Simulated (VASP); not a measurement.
# CdS (I-4m2) in VASP: notebook

The runs below take CdS through single point, with PBE, r2SCAN.

Program: VASP 6.6.1. These are calculated values, not measurements. Logs are shortened: lines on timing, memory, paths and dates and some standing lists are left out, and cuts for length are marked.

## 1. The cell of the first run

Symmetry: I-4m2, No. 119, tetragonal system. Conventional cell: a = 4.157 Å, b = 4.157 Å, c = 5.643 Å, α = 90.00°, β = 90.00°, γ = 90.00°. Cd (site symmetry -4m2) has 4 S at 2.51 Å within 3.3 Å. S (site symmetry -4m2) has 4 Cd at 2.51 Å within 3.3 Å.

## 2. Single point, PBE (uniaxial z strain -4.0%)

INCAR reads:

```
SYSTEM = CdS
PREC = Accurate
ENCUT = 500
EDIFF = 1E-6
ISMEAR = -1
SIGMA = 0.02
LREAL = .FALSE.
LASPH = .TRUE.
NELM = 120
ALGO = Normal
ISIF = 2
LWAVE = .FALSE.
LCHARG = .TRUE.
GGA = PE
LELF = .TRUE.
LVHAR = .TRUE.
NBANDS = 16
GGA_COMPAT = .FALSE.
```

KPOINTS reads:

```
regular mesh
0
G
  8 8 8
  0 0 0
```

POSCAR reads:

```
CdS
1.0
    0.0000000000      2.9392148430      2.8216462493
    2.9392148430      0.0000000000      2.8216462493
    2.9392148430      2.9392148430      0.0000000000
Cd S
1 1
Direct
    0.0000000000      0.0000000000      0.0000000000
    0.2500000000      0.2500000000      0.2500000000
```

Potentials or basis: VASP PAW PBE potentials, release 64 (Cd, S).

Command:

```console
$ cat potpaw_PBE.64/Cd/POTCAR potpaw_PBE.64/S/POTCAR > POTCAR
$ mpirun -np 1 vasp_std > vasp.out
```

OUTCAR:

```text
SYSTEM = CdS
   PREC = Accurate
   ENCUT = 500
   EDIFF = 1E-6
   ISMEAR = -1
   LREAL = .FALSE.
   LASPH = .TRUE.
   NELM = 120
   ISIF = 2
   GGA = PE

 ion  position               nearest neighbor table
   1  0.000  0.000  0.000-   2 2.51   2 2.51   2 2.51   2 2.51
   2  0.250  0.250  0.250-   1 2.51   1 2.51   1 2.51   1 2.51

  LATTYP: Found a body centered tetragonal cell.
 ALAT       =     4.1566774937
 C/A-ratio  =     1.3576450199

  Lattice vectors:

 A1 = (   0.0000000000,  -2.9392148430,  -2.8216462493)
 A2 = (   0.0000000000,   2.9392148430,  -2.8216462493)
 A3 = (   2.9392148430,   0.0000000000,   2.8216462493)

Analysis of symmetry for initial positions (statically):
=====================================================================
 Subroutine PRICEL returns:
 Original cell was already a primitive cell.

 Routine SETGRP: Setting up the symmetry group for a
 body centered tetragonal supercell.

 Subroutine GETGRP returns: Found  8 space group operations
 (whereof  8 operations were pure point group operations)
 out of a pool of 16 trial point group operations.

The static configuration has the point symmetry D_2d.

Analysis of symmetry for dynamics (positions and initial velocities):
=====================================================================
 Subroutine PRICEL returns:
 Original cell was already a primitive cell.

 Routine SETGRP: Setting up the symmetry group for a
 body centered tetragonal supercell.

 Subroutine GETGRP returns: Found  8 space group operations
 (whereof  8 operations were pure point group operations)
 out of a pool of 16 trial point group operations.

The dynamic configuration has the point symmetry D_2d.

 Subroutine INISYM returns: Found  8 space group operations
 (whereof  8 operations are pure point group operations),
 and found     1 'primitive' translations

----------------------------------------------------------------------------------------

                                     Primitive cell

  volume of cell :      48.7523

  direct lattice vectors                    reciprocal lattice vectors
     0.000000000  2.939214843  2.821646249    -0.170113458  0.170113458  0.177201518
     2.939214843  0.000000000  2.821646249     0.170113458 -0.170113458  0.177201518
     2.939214843  2.939214843  0.000000000     0.170113458  0.170113458 -0.177201518

  length of vectors
     4.074392157  4.074392157  4.156677494     0.298793499  0.298793499  0.298793499

  position of ions in fractional coordinates (direct lattice)
[... 79 lines left out ...]
   EDIFF  = 0.1E-05   stopping-criterion for ELM
   LREAL  =      F    real-space projection
   EDIFFG = 0.1E-04   stopping-criterion for IOM
   NSW    =      0    number of steps for IOM
   IBRION =     -1    ionic relax: 0-MD 1-quasi-New 2-CG
   NFREE  =      0    steps in history (QN), initial steepest desc. (CG)
   ISIF   =      2    stress and relaxation
   ISYM   =      2    0-nonsym 1-usesym 2-fastsym
   POTIM  = 0.5000    time-step for ionic-motion
   TEBEG  =    0.0;   TEEND  =   0.0 temperature during run
   PSTRESS=    0.0 pullay stress
   NELECT =      18.0000    total number of electrons
   NUPDOWN=      -1.0000    fix difference up-down
   EMIN   =  10.00;   EMAX   =-10.00  energy-range for DOS
   EFERMI =   0.00;   METHOD = LEGACY
   ISMEAR =    -1;   SIGMA  =   0.02  broadening in eV -4-tet -1-fermi 0-gaus
   EFERMI_NEDOS =   21; number of points for ismear=-14 and -15
   IALGO  =     38    algorithm
   IMIX   =      4    mixing-type and parameters
     AMIX     =   0.40;   BMIX     =  1.00
     AMIX_MAG =   1.60;   BMIX_MAG =  1.00
  volume/ion in A,a.u.               =      24.38       164.50
  Fermi-wavevector in a.u.,A,eV,Ry     =   1.174448  2.219386 18.766910  1.379329
  Thomas-Fermi vector in A             =   2.310845
   LORBIT       =      0    0 simple, 1 ext, 2 COOP (PROOUT), +10 PAW based schemes
   GGA     = PE    functional components
   LHFCALC =     F    Hartree Fock is set to
   AEXX    =    0.0000 exact exchange contribution
   IVDW    =     0    specifies the selected vdW correction
   LEPSILON=     F    determine dielectric tensor
   LRPA    =     F    only Hartree local field effects (RPA)
 non-spin polarized calculation
  energy-cutoff  :      500.00
  volume of cell :       48.75
 maximum number of plane-waves:      1258
 NGX is ok and might be reduce to    30
   NGX = 15   NGY = 15   NGZ = 15

 number of electron      18.0000004 magnetization

 Free energy of the ion-electron system (eV)
  ---------------------------------------------------
  ext. energy  EPLUGINS =         0.00000000
  ---------------------------------------------------
  free energy    TOTEN  =        -6.09820565 eV

  energy without entropy =       -6.09820565  energy(sigma->0) =       -6.09820565

 E-fermi :   1.9267     XC(G=0):  -9.2340

 val. band max:        1.5395579802   @ k =   0.0000   0.0000   0.0000
 cond. band min:       2.6498023713   @ k =   0.0000   0.0000   0.0000
 fundamental gap:      1.1102443911
 Fermi energy:         1.9267192041

 k-point     1 :       0.0000    0.0000    0.0000
  band No.  band energies     occupation
      1     -11.0098      2.00000
      2      -6.3335      2.00000
      3      -6.3335      2.00000
      4      -6.3098      2.00000
      5      -5.8330      2.00000
      6      -5.8147      2.00000
[... 433 lines left out ...]
      3      -6.1703      2.00000
      4      -5.9011      2.00000
      5      -5.7915      2.00000
      6      -5.7442      2.00000
[... 8 lines left out ...]
     15      13.3616      0.00000
     16      13.8016      0.00000

 [... further k-points ...]

------------------------ aborting loop because EDIFF is reached ----------------------------------------

  FORCE on cell =-STRESS in cart. coord.  units (eV):
  Direction    XX          YY          ZZ          XY          YZ          ZX
  --------------------------------------------------------------------------------------
  -------------------------------------------------------------------------------------
  Total        1.2786907      1.2786907      1.4414628      0.0000000     -0.0000000      0.0000000
  in kB       42.0224015     42.0224015     47.3716794      0.0000000     -0.0000000      0.0000000
  external PRESSURE =      43.8054942 kB  Pullay stress =       0.0000000 kB

 VOLUME and BASIS-vectors are now :
 -----------------------------------------------------------------------------
  energy-cutoff  :      500.00
  volume of cell :       48.75
      direct lattice vectors                 reciprocal lattice vectors
     0.000000000  2.939214843  2.821646249    -0.170113458  0.170113458  0.177201518
     2.939214843  0.000000000  2.821646249     0.170113458 -0.170113458  0.177201518
     2.939214843  2.939214843  0.000000000     0.170113458  0.170113458 -0.177201518

 POSITION                                       TOTAL-FORCE (eV/Angst)
 -----------------------------------------------------------------------------------
      0.00000      0.00000      0.00000        -0.000000     -0.000000      0.000000
      1.46961      1.46961      1.41082         0.000000      0.000000     -0.000000
 -----------------------------------------------------------------------------------
    total drift:                               -0.000000     -0.000000      0.000000

  FREE ENERGIE OF THE ION-ELECTRON SYSTEM (eV)
  ---------------------------------------------------
  free  energy   TOTEN  =        -6.0982056460 eV

  energy  without entropy=       -6.0982056460  energy(sigma->0) =       -6.09820565
```

stdout:

```text
POSCAR found type information on POSCAR CdS
 POSCAR found :  2 types and       2 ions
 scaLAPACK will be used
 LDA part: xc-table for (Slater+PW92), standard interpolation
 POSCAR, INCAR and KPOINTS ok, starting setup
 FFT: planning ... GRIDC
 FFT: planning ... GRID_SOFT
 FFT: planning ... GRID
 WAVECAR not read
 entering main loop
```

Wall time 22 s (1 thread of Intel Xeon 6975P-C (Granite Rapids), shared host); peak memory 0.19 GiB.

Results:

```
Free energy            : -6.0982 eV
Pressure               : 4.4 GPa
Band gap on the k mesh : 1.11 eV
```

Levels at points of the mesh, in eV from the valence-band top:
| k point | band 6 | band 7 | band 8 | band 9 | band 10 | band 11 | band 12 | band 13 |
| --- | --- | --- | --- | --- | --- | --- | --- | --- |
| (0.00, 0.00, 0.00) | -7.35 | -0.11 | -0.11 | 0.00 | 1.11 | 6.47 | 6.47 | 6.49 |
| (0.50, 0.00, 0.00) | -6.97 | -4.58 | -0.93 | -0.77 | 2.95 | 6.78 | 7.11 | 7.47 |
| (0.50, 0.50, 0.00) | -6.84 | -3.93 | -2.12 | -2.12 | 3.35 | 4.06 | 9.52 | 10.74 |
| (0.50, 0.00, 0.50) | -6.93 | -4.18 | -1.99 | -1.92 | 3.50 | 4.42 | 9.09 | 10.60 |

Caveat: the cell differs from its parent crystal (uniaxial z strain -4.0%); the cell stands under pressure.

## 3. Single point, r2SCAN (uniaxial z strain -4.0%)

POSCAR is that of step 2.

INCAR.step1 reads:

```
SYSTEM = CdS
PREC = Accurate
ENCUT = 550
ISMEAR = 0
SIGMA = 0.01
LREAL = .False.
LASPH = .True.
NELM = 120
NBANDS = 16
GGA = PE
ALGO = Normal
EDIFF = 1E-5
LWAVE = .True.
LCHARG = .False.
GGA_COMPAT = .False.
```

INCAR.step2 reads:

```
SYSTEM = CdS
PREC = Accurate
ENCUT = 550
EDIFF = 1E-6
ISMEAR = 0
SIGMA = 0.01
LREAL = .False.
LASPH = .True.
NELM = 120
ALGO = Normal
ISIF = 2
LWAVE = .False.
LCHARG = .False.
METAGGA = R2SCAN
LMIXTAU = .True.
NBANDS = 16
ISTART = 1
GGA_COMPAT = .False.
```

KPOINTS reads:

```
Automatic mesh
0
Gamma
  8 8 8
  0 0 0
```

Potentials or basis: VASP PAW PBE potentials, release 64 (Cd, S).

Command:

```console
$ cat potpaw_PBE.64/Cd/POTCAR potpaw_PBE.64/S/POTCAR > POTCAR
$ cp INCAR.step1 INCAR
$ mpirun -np 1 vasp_std > vasp.out
$ cp INCAR.step2 INCAR
$ mpirun -np 1 vasp_std > vasp.out
```

It took 62 s on 1 thread of Intel Xeon 6975P-C (Granite Rapids), shared host; peak memory 0.21 GiB.

Results (log left out):

```yaml
Free_energy: -29.6628 eV
Pressure: 3.0 GPa
Band_gap_on_the_k_mesh: 1.55 eV
```

Stress tensor (GPa, compression positive):
```
2.80 0.00 0.00
0.00 2.80 0.00
0.00 0.00 3.34
```

Levels at points of the mesh, in eV from the valence-band top:
```
           k point  band 5  band 6  band 7  band 8  band 9  band 10  band 11  band 12  band 13  band 14
(0.00, 0.00, 0.00)   -7.58   -7.56   -0.12   -0.12    0.00     1.55     7.00     7.00     7.01    11.68
(0.50, 0.00, 0.00)   -7.52   -7.17   -4.65   -0.95   -0.79     3.41     7.24     7.58     7.90    11.56
(0.50, 0.50, 0.00)   -7.47   -7.04   -3.96   -2.17   -2.17     3.64     4.45    10.12    11.51    11.51
(0.50, 0.00, 0.50)   -7.48   -7.13   -4.22   -2.04   -1.96     3.80     4.83     9.65    11.34    11.83
```

Caveat: the cell differs from its parent crystal (uniaxial z strain -4.0%); the PAW data sets were made with another functional, which shifts forces and pressure a little.

## 4. Single point, PBE (uniaxial z strain -4.0%)

INCAR reads:

```
ALGO = Normal
EDIFF = 1E-6
ENCUT = 520
GGA = PE
ISIF = 2
ISMEAR = 0
LASPH = True
LCHARG = False
LREAL = False
LWAVE = False
NBANDS = 16
NELM = 100
PREC = Accurate
SIGMA = 0.01
```

KPOINTS reads:

```
k-points
0
Gamma
  4 4 4
```

POSCAR is that of step 3.

Potentials or basis: VASP PAW PBE potentials, release 64 (Cd, S).

Command:

```console
$ cat potpaw_PBE.64/Cd/POTCAR potpaw_PBE.64/S/POTCAR > POTCAR
$ mpirun -np 1 vasp_std > vasp.out
```

OUTCAR:

```text
EDIFF = 1E-6
   ENCUT = 520
   GGA = PE
   ISIF = 2
   ISMEAR = 0
   LASPH = True
   LREAL = False
   NELM = 100
   PREC = Accurate

 ion  position               nearest neighbor table
   1  0.000  0.000  0.000-   2 2.51   2 2.51   2 2.51   2 2.51
   2  0.250  0.250  0.250-   1 2.51   1 2.51   1 2.51   1 2.51

  LATTYP: Found a body centered tetragonal cell.
 ALAT       =     4.1566774937
 C/A-ratio  =     1.3576450199

  Lattice vectors:

 A1 = (   0.0000000000,  -2.9392148430,  -2.8216462493)
 A2 = (   0.0000000000,   2.9392148430,  -2.8216462493)
 A3 = (   2.9392148430,   0.0000000000,   2.8216462493)

Analysis of symmetry for initial positions (statically):
=====================================================================
 Subroutine PRICEL returns:
 Original cell was already a primitive cell.

 Routine SETGRP: Setting up the symmetry group for a
 body centered tetragonal supercell.

 Subroutine GETGRP returns: Found  8 space group operations
 (whereof  8 operations were pure point group operations)
 out of a pool of 16 trial point group operations.

The static configuration has the point symmetry D_2d.

[... 146 lines left out ...]
  energy without entropy =       -6.06401061  energy(sigma->0) =       -6.06401061

 E-fermi :   1.6564     XC(G=0):  -9.2246

 val. band max:        1.5630584830   @ k =   0.0000   0.0000   0.0000
 cond. band min:       2.6619279074   @ k =   0.0000   0.0000   0.0000
 fundamental gap:      1.0988694244
 Fermi energy:         1.6564254274

 k-point     1 :       0.0000    0.0000    0.0000
  band No.  band energies     occupation
      1     -10.9844      2.00000
      2      -6.3314      2.00000
      3      -6.3314      2.00000
      4      -6.3074      2.00000
      5      -5.8334      2.00000
      6      -5.8154      2.00000
[... 224 lines left out ...]
      3      -6.0394      2.00000
      4      -5.8673      2.00000
      5      -5.8120      2.00000
      6      -5.1804      2.00000
[... 8 lines left out ...]
     15      14.5738      0.00000
     16      14.7014      0.00000

------------------------ aborting loop because EDIFF is reached ----------------------------------------

  FORCE on cell =-STRESS in cart. coord.  units (eV):
  Direction    XX          YY          ZZ          XY          YZ          ZX
  --------------------------------------------------------------------------------------
  -------------------------------------------------------------------------------------
  Total        1.3332016      1.3332016      1.4967133      0.0000000      0.0000000      0.0000000
  in kB       43.8138273     43.8138273     49.1874138      0.0000000      0.0000000      0.0000000
  external PRESSURE =      45.6050228 kB  Pullay stress =       0.0000000 kB

 VOLUME and BASIS-vectors are now :
 -----------------------------------------------------------------------------
  energy-cutoff  :      520.00
  volume of cell :       48.75
      direct lattice vectors                 reciprocal lattice vectors
     0.000000000  2.939214843  2.821646249    -0.170113458  0.170113458  0.177201518
     2.939214843  0.000000000  2.821646249     0.170113458 -0.170113458  0.177201518
     2.939214843  2.939214843  0.000000000     0.170113458  0.170113458 -0.177201518

 POSITION                                       TOTAL-FORCE (eV/Angst)
 -----------------------------------------------------------------------------------
      0.00000      0.00000      0.00000        -0.000000     -0.000000     -0.000000
      1.46961      1.46961      1.41082         0.000000      0.000000      0.000000
 -----------------------------------------------------------------------------------
    total drift:                                0.000001      0.000001      0.000005

  FREE ENERGIE OF THE ION-ELECTRON SYSTEM (eV)
  ---------------------------------------------------
  free  energy   TOTEN  =        -6.0640106059 eV

  energy  without entropy=       -6.0640106059  energy(sigma->0) =       -6.06401061
```

stdout:

```text
POSCAR found type information on POSCAR CdS
 POSCAR found :  2 types and       2 ions
 scaLAPACK will be used
 LDA part: xc-table for (Slater+PW92), standard interpolation
 POSCAR, INCAR and KPOINTS ok, starting setup
 FFT: planning ... GRIDC
 FFT: planning ... GRID_SOFT
 FFT: planning ... GRID
 WAVECAR not read
 entering main loop
```

It took 7.4 s on 1 thread of AMD EPYC 7R13 (Zen 3), shared host; peak memory 0.14 GiB.

What came out:

| Item | Value |
| --- | --- |
| Free energy | -6.0640 eV |
| Pressure | 4.6 GPa |
| Band gap on the k mesh | 1.10 eV |

Stress tensor (GPa, compression positive):
```
4.38 0.00 0.00
0.00 4.38 0.00
0.00 0.00 4.92
```

Caveat: the k points lie up to 0.47 Å⁻¹ apart; the cell differs from its parent crystal (uniaxial z strain -4.0%).

## 5. Summary

```csv
level,k mesh,cutoff (eV),smearing,gap on the mesh (eV),pressure (GPa)
PBE,8 × 8 × 8,500,fermi-dirac 0.02 eV,1.11,4.4
r2SCAN,8 × 8 × 8,550,gaussian 0.01 eV,1.55,3.0
PBE,4 × 4 × 4,520,gaussian 0.01 eV,1.10,4.6
```

Alike in all rows: task single point; potentials or basis VASP PAW PBE potentials, release 64 (Cd, S); no spin polarisation; cell as given.

Caveats: some runs use coarse meshes; the cell stands under pressure (at least some runs); the PAW data sets were made with another functional, which shifts forces and pressure a little (at least some runs).

Total energies depend on the potentials used, so only differences within one code and one set of settings carry meaning.
